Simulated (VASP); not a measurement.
# Sn5H (F-43m) in VASP: a series of runs, part 2 of 2

VASP 6.6.1. The steps go on from the part before.

### 4 Single point, PBE

This run uses another cell than the first one, of 27.74 Å³/atom.

Contents of INCAR:

```
SYSTEM = Sn5H
PREC = Accurate
ENCUT = 520
EDIFF = 1E-6
ISMEAR = 0
SIGMA = 0.1
LREAL = .False.
LASPH = .True.
NELM = 100
ALGO = Fast
ISIF = 2
LWAVE = .False.
LCHARG = .False.
GGA = PE
NBANDS = 44
```

Contents of KPOINTS:

```
regular mesh
0
Gamma
  8 8 8
  0 0 0
```

Contents of POSCAR:

```
Sn5H
1.0
    0.0000000000      4.3658731174      4.3658731174
    4.3658731174      0.0000000000      4.3658731174
    4.3658731174      4.3658731174      0.0000000000
Sn H
5 1
Direct
    0.1254415016      0.1254415016      0.6236754952
    0.1254415016      0.6236754952      0.1254415016
    0.7500000000      0.7500000000      0.7500000000
    0.1254415016      0.1254415016      0.1254415016
    0.6236754952      0.1254415016      0.1254415016
    0.5000000000      0.5000000000      0.5000000000
```

Potentials or basis: VASP PAW PBE potentials, release 64 (Sn_d, H).

Launch:

```sh
cat potpaw_PBE.64/Sn_d/POTCAR potpaw_PBE.64/H/POTCAR > POTCAR
mpirun -np 1 vasp_std > vasp.out
```

OUTCAR:

```text
SYSTEM = Sn5H
   PREC = Accurate
   ENCUT = 520
   EDIFF = 1E-6
   ISMEAR = 0
   LREAL = .False.
   LASPH = .True.
   NELM = 100
   ISIF = 2
   GGA = PE

 ion  position               nearest neighbor table
   1  0.125  0.125  0.624-   2 3.08   4 3.08   5 3.08   4 3.10   2 3.10   5 3.10   3 3.62   3 3.62
                             3 3.62
   2  0.125  0.624  0.125-   1 3.08   4 3.08   5 3.08   1 3.10   4 3.10   5 3.10   3 3.62   3 3.62
                             3 3.62
   3  0.750  0.750  0.750-   2 3.62   5 3.62   2 3.62   5 3.62   1 3.62   4 3.62   1 3.62   4 3.62
                             5 3.62   4 3.62   2 3.62   1 3.62
   4  0.125  0.125  0.125-   1 3.08   2 3.08   5 3.08   1 3.10   2 3.10   5 3.10   3 3.62   3 3.62
                             3 3.62
   5  0.624  0.125  0.125-   1 3.08   2 3.08   4 3.08   4 3.10   1 3.10   2 3.10   3 3.62   3 3.62
                             3 3.62
   6  0.500  0.500  0.500-

  LATTYP: Found a face centered cubic cell.
 ALAT       =     8.7317462348

  Lattice vectors:

 A1 = (   0.0000000000,   4.3658731174,   4.3658731174)
 A2 = (   4.3658731174,   0.0000000000,   4.3658731174)
 A3 = (   4.3658731174,   4.3658731174,   0.0000000000)

[... 188 lines left out ...]
 fundamental gap:      0.0369297697
 Fermi energy:         5.7363969024

 k-point     1 :       0.0000    0.0000    0.0000
  band No.  band energies     occupation
      1     -16.0048      2.00000
      2     -16.0048      2.00000
      3     -16.0029      2.00000
      4     -16.0029      2.00000
      5     -16.0029      2.00000
      6     -15.9683      2.00000
[... 1117 lines left out ...]
     43       9.4579      0.00000
     44      10.2980      0.00000

 [... further k-points ...]

------------------------ aborting loop because EDIFF is reached ----------------------------------------

  FORCE on cell =-STRESS in cart. coord.  units (eV):
  Direction    XX          YY          ZZ          XY          YZ          ZX
  --------------------------------------------------------------------------------------
  -------------------------------------------------------------------------------------
  Total       -0.0786892     -0.0786892     -0.0786892      0.0000000      0.0000000      0.0000000
  in kB       -0.7574998     -0.7574998     -0.7574998      0.0000000      0.0000000      0.0000000
  external PRESSURE =      -0.7574998 kB  Pullay stress =       0.0000000 kB

 VOLUME and BASIS-vectors are now :
 -----------------------------------------------------------------------------
  energy-cutoff  :      520.00
  volume of cell :      166.43
      direct lattice vectors                 reciprocal lattice vectors
     0.000000000  4.365873117  4.365873117    -0.114524629  0.114524629  0.114524629
     4.365873117  0.000000000  4.365873117     0.114524629 -0.114524629  0.114524629
     4.365873117  4.365873117  0.000000000     0.114524629  0.114524629 -0.114524629

 POSITION                                       TOTAL-FORCE (eV/Angst)
 -----------------------------------------------------------------------------------
      3.27055      3.27055      1.09532        -0.000704     -0.000704      0.000704
      3.27055      1.09532      3.27055        -0.000704      0.000704     -0.000704
      6.54881      6.54881      6.54881        -0.000000      0.000000      0.000000
      1.09532      1.09532      1.09532         0.000704      0.000704      0.000704
      1.09532      3.27055      3.27055         0.000704     -0.000704     -0.000704
      4.36587      4.36587      4.36587        -0.000000      0.000000      0.000000
 -----------------------------------------------------------------------------------
    total drift:                               -0.000000     -0.000000     -0.000000

  FREE ENERGIE OF THE ION-ELECTRON SYSTEM (eV)
  ---------------------------------------------------
  free  energy   TOTEN  =       -19.3880510067 eV

  energy  without entropy=      -19.3622354339  energy(sigma->0) =      -19.37514322
```

OSZICAR:

```text
N       E                     dE             d eps       ncg     rms          rms(c)
DAV:   1     0.745522687742E+03    0.74552E+03   -0.35221E+04  2588   0.238E+03
DAV:   2     0.935763310248E+02   -0.65195E+03   -0.64245E+03  2552   0.622E+02
DAV:   3    -0.135831289651E+02   -0.10716E+03   -0.10531E+03  2856   0.212E+02
DAV:   4    -0.198166899877E+02   -0.62336E+01   -0.61784E+01  2876   0.552E+01
DAV:   5    -0.199942564441E+02   -0.17757E+00   -0.17734E+00  3092   0.952E+00    0.461E+00
RMM:   6    -0.194135275130E+02    0.58073E+00   -0.63248E-01  2854   0.344E+00    0.210E+00
RMM:   7    -0.193918361747E+02    0.21691E-01   -0.84142E-02  3309   0.146E+00    0.117E+00
RMM:   8    -0.193885791465E+02    0.32570E-02   -0.50999E-02  3160   0.116E+00    0.473E-01
RMM:   9    -0.193887412585E+02   -0.16211E-03   -0.11698E-02  3210   0.641E-01    0.185E-01
RMM:  10    -0.193879275556E+02    0.81370E-03   -0.39663E-03  3818   0.317E-01    0.653E-02
RMM:  11    -0.193880363127E+02   -0.10876E-03   -0.82848E-04  3501   0.191E-01    0.238E-02
RMM:  12    -0.193880524495E+02   -0.16137E-04   -0.22116E-04  3751   0.773E-02    0.159E-02
RMM:  13    -0.193880510539E+02    0.13957E-05   -0.45142E-05  3707   0.348E-02    0.234E-03
RMM:  14    -0.193880510067E+02    0.47183E-07   -0.65251E-06  2743   0.155E-02
   1 F= -.19388051E+02 E0= -.19375143E+02  d E =-.258156E-01
```

stdout:

```text
POSCAR found type information on POSCAR SnH
 POSCAR found :  2 types and       6 ions
 scaLAPACK will be used
 LDA part: xc-table for (Slater+PW92), standard interpolation
 POSCAR, INCAR and KPOINTS ok, starting setup
 FFT: planning ... GRIDC
 FFT: planning ... GRID_SOFT
 FFT: planning ... GRID
 WAVECAR not read
 entering main loop
```

Wall time 7.7 min (1 thread of Oxide Virtual Turin-like, shared host); peak memory 0.37 GiB.

What came out:

| Property | Result |
| --- | --- |
| Free energy | -19.3881 eV |
| Pressure | -0.1 GPa |
| Band gap on the k mesh | zero (an odd number of electrons rules out a gap without spin polarisation) |

Levels at points of the mesh, in eV from the Fermi level:
| k point | band 33 | band 34 | band 35 | band 36 | band 37 | band 38 | band 39 | band 40 |
| --- | --- | --- | --- | --- | --- | --- | --- | --- |
| (0.00, 0.00, 0.00) | -3.00 | -3.00 | -0.86 | -0.86 | -0.83 | 0.84 | 0.84 | 0.84 |
| (0.50, 0.00, 0.00) | -2.66 | -0.85 | 0.34 | 0.34 | 0.51 | 1.11 | 1.11 | 2.30 |
| (0.50, 0.50, 0.00) | -0.18 | -0.18 | -0.16 | 1.09 | 1.09 | 1.11 | 1.45 | 1.46 |

Caveat: spin-orbit coupling is left out, which moves the levels of the heavy elements.

### 5 Relaxation of cell and atoms, PBE

Contents of INCAR:

```
SYSTEM = Sn5H
PREC = Accurate
ENCUT = 600
EDIFF = 1E-6
ISMEAR = 0
SIGMA = 0.1
LREAL = .FALSE.
LASPH = .TRUE.
NELM = 60
ALGO = Fast
ISIF = 3
LWAVE = .FALSE.
LCHARG = .FALSE.
GGA = PE
IBRION = 2
NSW = 90
EDIFFG = -0.04
```

Contents of KPOINTS:

```
regular mesh
0
G
  4 4 4
  0 0 0
```

Contents of POSCAR:

```
Sn5H
1.0
    0.0000000000      4.2364301100      4.2364301100
    4.2364301100      0.0000000000      4.2364301100
    4.2364301100      4.2364301100      0.0000000000
Sn H
5 1
Direct
    0.3719714300      0.8760095200      0.8760095200
    0.8760095200      0.8760095200      0.8760095200
    0.2500000000      0.2500000000      0.2500000000
    0.8760095200      0.8760095200      0.3719714300
    0.8760095200      0.3719714300      0.8760095200
    0.5000000000      0.5000000000      0.5000000000
```

Launch:

```sh
cat potpaw_PBE.64/Sn_d/POTCAR potpaw_PBE.64/H/POTCAR > POTCAR
mpirun -np 1 vasp_std > vasp.out
```

Run time: 6.3 min. Hardware: 1 thread of Oxide Virtual Turin-like, shared host; peak memory 0.32 GiB.

The run converged. Its results:

| Property | Result |
| --- | --- |
| Free energy | -19.3542 eV |
| Relaxed volume | 27.78 Å³/atom |
| Relaxed cell | a = 6.178 Å, b = 6.178 Å, c = 6.178 Å, α = 60.00°, β = 60.00°, γ = 60.00° |
| Space group after relaxing (to 0.1 Å) | F-43m (No. 216) |
| Energy gained by relaxing | 35.6 meV/atom |
| Ionic steps | 3 |
| Pressure after relaxing | -0.1 GPa |
| Largest force after relaxing | 0.029 eV/Å |
| Band gap on the k mesh | zero (an odd number of electrons rules out a gap without spin polarisation) |

Forces on the atoms (eV/Å):
```
Sn   0.017 -0.017 -0.017
Sn   0.017  0.017  0.017
Sn   0.000  0.000  0.000
Sn  -0.017 -0.017  0.017
Sn  -0.017  0.017 -0.017
H    0.000  0.000  0.000
```

The path:
```tsv
step	energy change (eV)	largest force (eV/Å)	pressure (GPa)	volume (Å³)
1	0.0000	0.4598	4.71	152.07
2	-0.2092	0.0814	-0.51	169.05
3	-0.2133	0.0290	-0.05	166.70
```

Final structure:
```
Sn H
1.0
     0.00000    4.36821    4.36821
     4.36821    0.00000    4.36821
     4.36821    4.36821    0.00000
Sn H
5 1
Direct
  0.37592 0.87469 0.87469
  0.87469 0.87469 0.87469
  0.25000 0.25000 0.25000
  0.87469 0.87469 0.37592
  0.87469 0.37592 0.87469
  0.50000 0.50000 0.50000
```

Levels at points of the mesh, in eV from the Fermi level:
```tsv
k point	band 32	band 33	band 34	band 35	band 36	band 37	band 38	band 39	band 40	band 41
(0.00, 0.00, 0.00)	-3.11	-3.11	-3.11	-0.98	-0.98	-0.65	0.77	0.77	0.77	5.88
(0.50, 0.00, 0.00)	-2.76	-2.76	-0.75	0.23	0.23	0.42	0.99	0.99	2.22	2.56
(0.50, 0.50, 0.00)	-1.34	-0.29	-0.29	-0.11	0.96	0.96	1.00	1.33	1.39	1.82
```

Caveat: spin-orbit coupling is left out, which moves the levels of the heavy elements.

### 6 Relaxation of cell and atoms, PBE

This run uses another cell than the first one, of 28.08 Å³/atom.

Contents of INCAR:

```
SYSTEM = Sn5H
PREC = Accurate ; ENCUT = 600
EDIFF = 1E-6 ; ISMEAR = 0
SIGMA = 0.1 ; LREAL = .False.
LASPH = .True. ; NELM = 100
ALGO = Fast ; ISIF = 3
LWAVE = .False. ; LCHARG = .False.
GGA = PE ; IBRION = 2
NSW = 100 ; EDIFFG = -0.01
```

Contents of KPOINTS:

```
regular mesh
0
Gamma
  8 8 8
  0 0 0
```

Contents of POSCAR:

```
Sn5H
1.0
    0.0000000000      4.3838339729      4.3838339729
    4.3838339729      0.0000000000      4.3838339729
    4.3838339729      4.3838339729      0.0000000000
Sn H
5 1
Direct
    0.1254319882      0.1254319882      0.6237040355
    0.1254319882      0.6237040355      0.1254319882
    0.7500000000      0.7500000000      0.7500000000
    0.1254319882      0.1254319882      0.1254319882
    0.6237040355      0.1254319882      0.1254319882
    0.5000000000      0.5000000000      0.5000000000
```

Potentials or basis: VASP PAW PBE potentials, release 64 (Sn_d, H).

Launch:

```sh
cat potpaw_PBE.64/Sn_d/POTCAR potpaw_PBE.64/H/POTCAR > POTCAR
mpirun -np 1 vasp_std > vasp.out
```

Wall time 14 min (1 thread of Oxide Virtual Turin-like, shared host); peak memory 0.44 GiB.

The run converged. Its results:

```yaml
Free_energy: -19.3886 eV
Relaxed_volume: 27.74 Å³/atom
Relaxed_cell: a = 6.174 Å, b = 6.174 Å, c = 6.174 Å, α = 60.00°, β = 60.00°, γ = 60.00°
Space_group_after_relaxing_to_0.1_Å: F-43m (No. 216)
Energy_gained_by_relaxing: 0.5 meV/atom
Ionic_steps: 2
Pressure_after_relaxing: 0.0 GPa
Band_gap_on_the_k_mesh: zero (an odd number of electrons rules out a gap without spin polarisation)
```

Forces in eV/Å, atoms in the order of the input:
```
Sn  -0.001 -0.001  0.001
Sn  -0.001  0.001 -0.001
Sn   0.000  0.000  0.000
Sn   0.001  0.001  0.001
Sn   0.001 -0.001 -0.001
H    0.000  0.000  0.000
```

Step by step:
| step | energy change (eV) | largest force (eV/Å) | pressure (GPa) | volume (Å³) |
| --- | --- | --- | --- | --- |
| 1 | 0.0000 | 0.0008 | -0.48 | 168.50 |
| 2 | -0.0033 | 0.0022 | -0.03 | 166.43 |

Final structure:
```
CELL_PARAMETERS angstrom
0.00000 4.36588 4.36588
4.36588 0.00000 4.36588
4.36588 4.36588 0.00000
ATOMIC_POSITIONS crystal
Sn 0.12543 0.12543 0.62370
Sn 0.12543 0.62370 0.12543
Sn 0.75000 0.75000 0.75000
Sn 0.12543 0.12543 0.12543
Sn 0.62370 0.12543 0.12543
H 0.50000 0.50000 0.50000
```

Levels at points of the mesh, in eV from the Fermi level:
| k point | band 33 | band 34 | band 35 | band 36 | band 37 | band 38 | band 39 | band 40 |
| --- | --- | --- | --- | --- | --- | --- | --- | --- |
| (0.00, 0.00, 0.00) | -3.00 | -3.00 | -0.86 | -0.86 | -0.83 | 0.84 | 0.84 | 0.84 |
| (0.50, 0.00, 0.00) | -2.66 | -0.85 | 0.34 | 0.34 | 0.51 | 1.11 | 1.11 | 2.30 |
| (0.50, 0.50, 0.00) | -0.18 | -0.18 | -0.16 | 1.09 | 1.09 | 1.11 | 1.45 | 1.46 |

Caveat: spin-orbit coupling is left out, which moves the levels of the heavy elements.

### 7 Summary

| task | cell | k mesh | cutoff (eV) | gap on the mesh (eV) | pressure (GPa) | relaxed volume (Å³/atom) | largest force (eV/Å) |
| --- | --- | --- | --- | --- | --- | --- | --- |
| single point | a = 5.991 Å, angles 60.0°, 6 atoms, atomic positions A | 4 × 4 × 4 | 520 | none | 4.7 | - | 0.46 |
| single point | a = 6.200 Å, angles 60.0°, 6 atoms, atomic positions B | 4 × 4 × 4 | 520 | none | -0.4 | - | 0.06 |
| single point | a = 6.174 Å, angles 60.0°, 6 atoms, atomic positions B | 8 × 8 × 8 | 520 | none | -0.1 | - | - |
| relaxation of cell and atoms | relaxed from a = 5.991 Å, angles 60.0°, 6 atoms, atomic positions A | 4 × 4 × 4 | 600 | none | -0.1 | 27.78 | 0.03 |
| relaxation of cell and atoms | relaxed from a = 6.200 Å, angles 60.0°, 6 atoms, atomic positions B | 8 × 8 × 8 | 600 | none | 0.0 | 27.74 | - |

Alike in all rows: level PBE; potentials or basis VASP PAW PBE potentials, release 64 (Sn_d, H); no spin polarisation; smearing gaussian 0.1 eV.

Caveats: spin-orbit coupling is left out, which moves the levels of the heavy elements; the cell stands under pressure (at least some runs).

Total energies depend on the potentials used, so only differences within one code and one set of settings carry meaning.

The gap in the log of VASP goes by the Fermi energy; the results here count the filled bands.